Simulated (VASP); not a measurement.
The system is Co.

```
CELL_PARAMETERS angstrom
-1.41457 1.39291 1.39216
1.44298 -1.37513 1.40278
1.41127 1.37182 -1.37438
ATOMIC_POSITIONS crystal
Co 0.00000 0.00000 0.00000
```

Base run:

```yaml
Program: VASP 6.6.1
Functional: PBE
Potentials_or_basis: VASP PAW PBE potentials, release 64 (Co)
Cutoff: 520 eV
k_mesh: 13 × 13 × 13
Occupations: fermi-dirac, width 0.05 eV
Spin: no spin polarisation
```

Its results: pressure -10.1 GPa.

Problem. The run is repeated on the same cell with these changes: spin from no spin polarisation to collinear spin, ferromagnetic start; further incar settings from ALGO = Normal; EDIFF = 1e-06; NBANDS = 10 to ALGO = Normal; EDIFF = 1e-06; NBANDS = 14. What comes out?

Solution. Pressure 0.2 GPa; net moment 1.70 μB per cell; site moments Co +1.72 μB.
